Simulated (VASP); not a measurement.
Input of a VASP 6.6.1 run:

The input INCAR:

```
SYSTEM = Co
PREC = Accurate
ENCUT = 520
EDIFF = 1E-7
ISMEAR = -1
SIGMA = 0.08
LREAL = .FALSE.
LASPH = .TRUE.
NELM = 150
ALGO = Normal
ISIF = 2
LWAVE = .FALSE.
LCHARG = .TRUE.
ISPIN = 2
MAGMOM = 1.7 1.7
LORBIT = 11
LMAXMIX = 4
GGA = PS
LELF = .TRUE.
LVHAR = .TRUE.
NBANDS = 20
```

The input KPOINTS:

```
Automatic mesh
0
G
  18 18 10
  0 0 0
```

The input POSCAR:

```
Co
1.0
    2.4788018156      0.0000000000      0.0000000000
   -1.2394009078      2.1467053433      0.0000000000
    0.0000000000      0.0000000000      4.0105822626
Co
2
Direct
    0.3333333333      0.6666666667      0.2500000000
    0.6666666667      0.3333333333      0.7500000000
```

Potentials or basis: VASP PAW PBE potentials, release 64 (Co).

Command:

```bash
$ cat potpaw_PBE.64/Co/POTCAR > POTCAR
$ mpirun -np 1 vasp_std > vasp.out
```

Estimate the net moment.

3.17 μB per cell.

Predict the site moments.

Co +1.60 μB.

Predict the pressure.

-7.2 GPa.

Stress tensor (GPa, compression positive):
```
-7.19  0.00  0.00
 0.00 -7.19  0.00
 0.00  0.00 -7.31
```

Caveat: the PAW data sets were made with another functional, which shifts forces and pressure a little.
